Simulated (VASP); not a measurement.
# HfWS5 (P4/mmm) in VASP: density of states with PBE

Aim: the density of states of HfWS5 with PBE.

Everything below comes from runs of VASP 6.6.1. Logs are shortened: lines on timing, memory, paths and dates and some standing lists are left out, and cuts for length are marked.

## 1. The cell of the first run

Symmetry: P4/mmm, No. 123, tetragonal system. Conventional cell: a = 4.354 Å, b = 4.354 Å, c = 6.172 Å, α = 90.00°, β = 90.00°, γ = 90.00°. Within 3.7 Å of Hf (site symmetry 4/mmm) lie 12 S at 2.78 to 3.08 Å. W (site symmetry 4/mmm) has 10 S at 2.56 to 3.09 Å within 3.4 Å. S (site symmetry 2mm) has 2 W at 2.56 Å and 7 S at 2.71 to 3.08 Å and 2 Hf at 2.78 Å within 3.4 Å. S (site symmetry 4/mmm) has 8 S at 2.78 Å and 4 Hf at 3.08 Å and 2 W at 3.09 Å within 3.7 Å.

## 2. Density of states, PBE

POSCAR

```
HfWS5
1.0
    4.3540157666      0.0000000000      0.0000000000
    0.0000000000      4.3540157666      0.0000000000
    0.0000000000      0.0000000000      6.1718135941
Hf W S
1 1 5
Direct
    0.5000000000      0.5000000000      0.0000000000
    0.0000000000      0.0000000000      0.5000000000
    0.0000000000      0.5000000000      0.2806942523
    0.0000000000      0.5000000000      0.7193057477
    0.5000000000      0.0000000000      0.2806942523
    0.5000000000      0.0000000000      0.7193057477
    0.0000000000      0.0000000000      0.0000000000
```

INCAR.step1

```
ALGO     = Normal         # electronic algorithm
EDIFF    = 1E-6           # SCF threshold, eV
ENCUT    = 520            # plane-wave cutoff, eV
GGA      = PE             # functional
ISIF     = 2              # what is computed and relaxed
ISMEAR   = 0              # smearing method
LASPH    = True           # aspherical terms in the spheres
LCHARG   = True           # write CHGCAR
LMAXMIX  = 4              # l up to which the mixer works
LREAL    = False          # projectors in reciprocal space
LWAVE    = False          # write WAVECAR
NBANDS   = 36             # bands
NELM     = 100            # most SCF steps
PREC     = Accurate       # precision mode
SIGMA    = 0.1            # smearing width, eV
```

KPOINTS.step1

```
k-points
0
Gamma
  10 10 6
```

INCAR.step2

```
ALGO     = Normal         # electronic algorithm
EDIFF    = 1E-6           # SCF threshold, eV
ENCUT    = 520            # plane-wave cutoff, eV
GGA      = PE             # functional
ICHARG   = 11             # starting density
ISIF     = 2              # what is computed and relaxed
ISMEAR   = -5             # smearing method
LASPH    = True           # aspherical terms in the spheres
LCHARG   = False          # write CHGCAR
LMAXMIX  = 4              # l up to which the mixer works
LORBIT   = 11             # projections on sites
LREAL    = False          # projectors in reciprocal space
LWAVE    = False          # write WAVECAR
NEDOS    = 2001           # points of the DOS
NELM     = 100            # most SCF steps
PREC     = Accurate       # precision mode
SIGMA    = 0.1            # smearing width, eV
```

KPOINTS.step2

```
k-points
0
Gamma
  15 15 9
```

Potentials or basis: VASP PAW PBE potentials, release 64 (Hf_pv, W_sv, S).

The run is started by

```bash
$ cat potpaw_PBE.64/Hf_pv/POTCAR potpaw_PBE.64/W_sv/POTCAR potpaw_PBE.64/S/POTCAR > POTCAR
$ cp INCAR.step1 INCAR
$ cp KPOINTS.step1 KPOINTS
$ mpirun -np 1 vasp_std > vasp.out
$ cp INCAR.step2 INCAR
$ cp KPOINTS.step2 KPOINTS
$ mpirun -np 1 vasp_std > vasp.out
```

OUTCAR:

```text
EDIFF = 1E-6
   ENCUT = 520
   GGA = PE
   ICHARG = 11
   ISIF = 2
   ISMEAR = -5
   LASPH = True
   LORBIT = 11
   LREAL = False
   NELM = 100
   PREC = Accurate

 ion  position               nearest neighbor table
   1  0.500  0.500  0.000-   3 2.78   4 2.78   5 2.78   6 2.78   5 2.78   6 2.78   3 2.78   4 2.78
                             7 3.08   7 3.08   7 3.08   7 3.08
   2  0.000  0.000  0.500-   3 2.56   4 2.56   5 2.56   6 2.56   3 2.56   4 2.56   5 2.56   6 2.56
                             7 3.09   7 3.09
   3  0.000  0.500  0.281-   2 2.56   2 2.56   4 2.71   7 2.78   1 2.78   7 2.78   1 2.78
   4  0.000  0.500  0.719-   2 2.56   2 2.56   3 2.71   7 2.78   1 2.78   7 2.78   1 2.78
   5  0.500  0.000  0.281-   2 2.56   2 2.56   6 2.71   7 2.78   1 2.78   1 2.78   7 2.78
   6  0.500  0.000  0.719-   2 2.56   2 2.56   5 2.71   7 2.78   1 2.78   1 2.78   7 2.78
   7  0.000  0.000  0.000-   3 2.78   4 2.78   5 2.78   6 2.78   3 2.78   4 2.78   5 2.78   6 2.78
                             1 3.08   1 3.08   1 3.08   1 3.08   2 3.09   2 3.09

  LATTYP: Found a simple tetragonal cell.
 ALAT       =     4.3540157666
 C/A-ratio  =     1.4174991376

  Lattice vectors:

 A1 = (   4.3540157666,   0.0000000000,   0.0000000000)
 A2 = (   0.0000000000,   4.3540157666,   0.0000000000)
 A3 = (   0.0000000000,   0.0000000000,   6.1718135941)

Analysis of symmetry for initial positions (statically):
=====================================================================
 Subroutine PRICEL returns:
 Original cell was already a primitive cell.

 Routine SETGRP: Setting up the symmetry group for a
 simple tetragonal supercell.

 Subroutine GETGRP returns: Found 16 space group operations
 (whereof 16 operations were pure point group operations)
 out of a pool of 16 trial point group operations.

The static configuration has the point symmetry D_4h.

Analysis of symmetry for dynamics (positions and initial velocities):
=====================================================================
 Subroutine PRICEL returns:
 Original cell was already a primitive cell.

 Routine SETGRP: Setting up the symmetry group for a
 simple tetragonal supercell.

 Subroutine GETGRP returns: Found 16 space group operations
 (whereof 16 operations were pure point group operations)
 out of a pool of 16 trial point group operations.

The dynamic configuration has the point symmetry D_4h.

 Subroutine INISYM returns: Found 16 space group operations
 (whereof 16 operations are pure point group operations),
 and found     1 'primitive' translations

----------------------------------------------------------------------------------------

                                     Primitive cell

  volume of cell :     117.0019

  direct lattice vectors                    reciprocal lattice vectors
     4.354015767  0.000000000  0.000000000     0.229673031  0.000000000  0.000000000
     0.000000000  4.354015767  0.000000000     0.000000000  0.229673031  0.000000000
     0.000000000  0.000000000  6.171813594     0.000000000  0.000000000  0.162026929

  length of vectors
     4.354015767  4.354015767  6.171813594     0.229673031  0.229673031  0.162026929

  position of ions in fractional coordinates (direct lattice)
     0.500000000  0.500000000  0.000000000
     0.000000000  0.000000000  0.500000000
     0.000000000  0.500000000  0.280694252
     0.000000000  0.500000000  0.719305748
     0.500000000  0.000000000  0.280694252
     0.500000000  0.000000000  0.719305748
     0.000000000  0.000000000  0.000000000

  ion indices of the primitive-cell ions
   primitive index   ion index
                 1           1
                 2           2
                 3           3
                 4           4
                 5           5
                 6           6
                 7           7

----------------------------------------------------------------------------------------

 KPOINTS: k-points

Automatic generation of k-mesh.
 Grid dimensions read from file:
 generate k-points for:   15   15    9

 Generating k-lattice:

  Cartesian coordinates                     Fractional coordinates (reciprocal lattice)
     0.015311535  0.000000000  0.000000000     0.066666667  0.000000000  0.000000000
     0.000000000  0.015311535  0.000000000     0.000000000  0.066666667  0.000000000
     0.000000000  0.000000000  0.018002992     0.000000000  0.000000000  0.111111111

  Length of vectors
     0.015311535  0.015311535  0.018002992

  Shift w.r.t. Gamma in fractional coordinates (k-lattice)
     0.000000000  0.000000000  0.000000000

 TETIRR: Found   3013 inequivalent tetrahedra from    12150

 Subroutine IBZKPT returns following result:
 ===========================================

 Found    180 irreducible k-points:

 Following reciprocal coordinates:
            Coordinates               Weight
  0.000000  0.000000  0.000000      1.000000
  0.066667  0.000000  0.000000      4.000000
  0.133333  0.000000  0.000000      4.000000
  0.200000  0.000000  0.000000      4.000000
  0.266667  0.000000  0.000000      4.000000
  0.333333  0.000000  0.000000      4.000000
[... 16 lines left out ...]
  0.266667  0.200000  0.000000      8.000000
  0.333333  0.200000  0.000000      8.000000
 [... further k-points ...]
   k-points           NKPTS =    180   k-points in BZ     NKDIM =    180   number of bands    NBANDS=     32
   number of dos      NEDOS =   2001   number of ions     NIONS =      7
   total plane-waves  NPLWV =  49152
   dimension x,y,z NGX =    32 NGY =   32 NGZ =   48
   dimension x,y,z NGXF=    64 NGYF=   64 NGZF=   96
   ions per type =               1   1   5
   NGX,Y,Z   is equivalent  to a cutoff of  12.22, 12.22, 12.93 a.u.
   NGXF,Y,Z  is equivalent  to a cutoff of  24.44, 24.44, 25.86 a.u.
 SYSTEM =  unknown system
   PREC   = accura    normal or accurate (medium, high low for compatibility)
   ISTART =      0    job   : 0-new  1-cont  2-samecut
   ICHARG =     11    charge: 1-file 2-atom 10-const
   ISPIN  =      1    spin polarized calculation?
   LNONCOLLINEAR =      F non collinear calculations
   LSORBIT =      F    spin-orbit coupling
   LASPH  =      T    aspherical Exc in radial PAW
   ENCUT  =  520.0 eV  38.22 Ry    6.18 a.u.   8.10  8.10 11.48*2*pi/ulx,y,z
   NELM   =    100;   NELMIN=  2; NELMDL=  0     # of ELM steps
   EDIFF  = 0.1E-05   stopping-criterion for ELM
   LREAL  =      F    real-space projection
   EDIFFG = 0.1E-04   stopping-criterion for IOM
   NSW    =      0    number of steps for IOM
   IBRION =     -1    ionic relax: 0-MD 1-quasi-New 2-CG
   NFREE  =      0    steps in history (QN), initial steepest desc. (CG)
   ISIF   =      2    stress and relaxation
   ISYM   =      2    0-nonsym 1-usesym 2-fastsym
   POTIM  = 0.5000    time-step for ionic-motion
   TEBEG  =    0.0;   TEEND  =   0.0 temperature during run
   PSTRESS=    0.0 pullay stress
   NELECT =      54.0000    total number of electrons
   NUPDOWN=      -1.0000    fix difference up-down
   EMIN   =  10.00;   EMAX   =-10.00  energy-range for DOS
   EFERMI =   0.00;   METHOD = LEGACY
   ISMEAR =    -5;   SIGMA  =   0.10  broadening in eV -4-tet -1-fermi 0-gaus
   EFERMI_NEDOS =   21; number of points for ismear=-14 and -15
   IALGO  =     38    algorithm
   IMIX   =      4    mixing-type and parameters
     AMIX     =   0.40;   BMIX     =  1.00
     AMIX_MAG =   1.60;   BMIX_MAG =  1.00
  volume/ion in A,a.u.               =      16.71       112.80
  Fermi-wavevector in a.u.,A,eV,Ry     =   1.265149  2.390786 21.777526  1.600603
  Thomas-Fermi vector in A             =   2.398418
   LORBIT       =     11    0 simple, 1 ext, 2 COOP (PROOUT), +10 PAW based schemes
   GGA     = PE    functional components
   LHFCALC =     F    Hartree Fock is set to
   AEXX    =    0.0000 exact exchange contribution
   IVDW    =     0    specifies the selected vdW correction
   LEPSILON=     F    determine dielectric tensor
   LRPA    =     F    only Hartree local field effects (RPA)
 non-spin polarized calculation
 Fermi weights with tetrahedron method with Bloechl corrections
  energy-cutoff  :      520.00
  volume of cell :      117.00
 maximum number of plane-waves:      3182

 number of electron      53.9999995 magnetization

 Free energy of the ion-electron system (eV)
  ---------------------------------------------------
  ext. energy  EPLUGINS =         0.00000000
  ---------------------------------------------------
  free energy    TOTEN  =       -45.11460631 eV

  energy without entropy =      -45.11460631  energy(sigma->0) =      -45.11460631

 E-fermi :   7.7191     XC(G=0): -11.3461

 val. band max:        7.7406064813   @ k =   0.0667   0.0667   0.0000
 cond. band min:       7.6917393692   @ k =   0.4000   0.4000   0.0000
 fundamental gap:     -0.0488671120
 Fermi energy:         7.7191113978

 k-point     1 :       0.0000    0.0000    0.0000
  band No.  band energies     occupation
      1     -66.8783      2.00000
      2     -31.0846      2.00000
      3     -31.0846      2.00000
      4     -30.9413      2.00000
      5     -24.0089      2.00000
      6     -23.9935      2.00000
[... 24 lines left out ...]
     31       8.6224      0.00000
     32       9.8242      0.00000

 k-point     2 :       0.0667    0.0000    0.0000
  band No.  band energies     occupation
      1     -66.8782      2.00000
      2     -31.0850      2.00000
      3     -31.0846      2.00000
      4     -30.9413      2.00000
      5     -24.0088      2.00000
      6     -23.9943      2.00000
[... 24 lines left out ...]
     31       8.6936      0.00000
     32       9.8793      0.00000
[... 733 lines left out ...]
     31      10.4459      0.00000
     32      10.7474      0.00000

 k-point    24 :       0.3333    0.2000    0.0000
  band No.  band energies     occupation
      1     -66.8782      2.00000
      2     -31.0916      2.00000
      3     -31.0876      2.00000
      4     -30.9399      2.00000
      5     -24.0078      2.00000
      6     -24.0056      2.00000
[... 24 lines left out ...]
     31      10.4891      0.00000
     32      10.7136      0.00000

 [... further k-points ...]
[... 5 lines left out ...]
  --------------------------------------------------------------------------------------
  -------------------------------------------------------------------------------------
  Total       -0.0116678     -0.0116678     -0.5098026      0.0000000      0.0000000      0.0000000
  in kB       -0.1597744     -0.1597744     -6.9810356      0.0000000      0.0000000      0.0000000
  external PRESSURE =      -2.4335281 kB  Pullay stress =       0.0000000 kB

 VOLUME and BASIS-vectors are now :
 -----------------------------------------------------------------------------
  energy-cutoff  :      520.00
  volume of cell :      117.00
      direct lattice vectors                 reciprocal lattice vectors
     4.354015767  0.000000000  0.000000000     0.229673031  0.000000000  0.000000000
     0.000000000  4.354015767  0.000000000     0.000000000  0.229673031  0.000000000
     0.000000000  0.000000000  6.171813594     0.000000000  0.000000000  0.162026929

 POSITION                                       TOTAL-FORCE (eV/Angst)
 -----------------------------------------------------------------------------------
      2.17701      2.17701      0.00000         0.000000     -0.000000      0.000000
      0.00000      0.00000      3.08591         0.000000     -0.000000      0.000000
      0.00000      2.17701      1.73239         0.000000     -0.000000      0.019029
      0.00000      2.17701      4.43942        -0.000000     -0.000000     -0.019029
      2.17701      0.00000      1.73239         0.000000     -0.000000      0.019029
      2.17701      0.00000      4.43942         0.000000      0.000000     -0.019029
      0.00000      0.00000      0.00000         0.000000     -0.000000      0.000000
 -----------------------------------------------------------------------------------
    total drift:                                0.000000     -0.000000     -0.000000

  FREE ENERGIE OF THE ION-ELECTRON SYSTEM (eV)
  ---------------------------------------------------
  free  energy   TOTEN  =       -45.1146063108 eV

  energy  without entropy=      -45.1146063108  energy(sigma->0) =      -45.11460631

 total charge

# of ion       s       p       d       tot
------------------------------------------
    1        0.275   6.314   1.349   7.937
    2        2.308   6.258   3.231  11.796
    3        1.368   2.297   0.000   3.665
    4        1.368   2.297   0.000   3.665
    5        1.368   2.297   0.000   3.665
    6        1.368   2.297   0.000   3.665
    7        1.411   2.183   0.000   3.594
--------------------------------------------------
tot          9.465  23.944   4.580  37.989
```

Wall time 9.2 min (1 thread of Intel Xeon Platinum 8375C at 2.90GHz (Ice Lake), shared host); peak memory 0.67 GiB.

What came out:

```
Valence electrons inside the program's atomic spheres : Hf 7.94; W 11.80; S 3.67, 3.59
```

Caveat: spin-orbit coupling is left out, which moves the levels of the heavy elements; tetrahedron occupations give inexact forces and stress in metals.
